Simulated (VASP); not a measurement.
Input of a VASP 6.6.1 run:

The input INCAR:

```
ALGO = Normal
EDIFF = 1E-6
ENCUT = 520
GGA = PE
ISIF = 2
ISMEAR = 0
LASPH = True
LCHARG = False
LREAL = False
LWAVE = False
NBANDS = 18
NELM = 100
PREC = Accurate
SIGMA = 0.1
```

KPOINTS

```
k-points
0
Gamma
  10 10 10
```

Contents of POSCAR:

```
NaI2
1.0
    0.0000000000      3.8800597751      3.8800597751
    3.8800597751      0.0000000000      3.8800597751
    3.8800597751      3.8800597751      0.0000000000
Na I
1 2
Direct
    0.0000000000      0.0000000000      0.0000000000
    0.2500000000      0.2500000000      0.2500000000
    0.7500000000      0.7500000000      0.7500000000
```

Potentials or basis: VASP PAW PBE potentials, release 64 (Na_pv, I).

Run with:

```bash
$ cat potpaw_PBE.64/Na_pv/POTCAR potpaw_PBE.64/I/POTCAR > POTCAR
$ mpirun -np 1 vasp_std > vasp.out
```

(1) What does it give for the pressure?

Results:

(1) 0.0 GPa.

Caveat: an odd number of electrons without spin polarisation forces a metal; a magnetic or distorted state may lie lower.
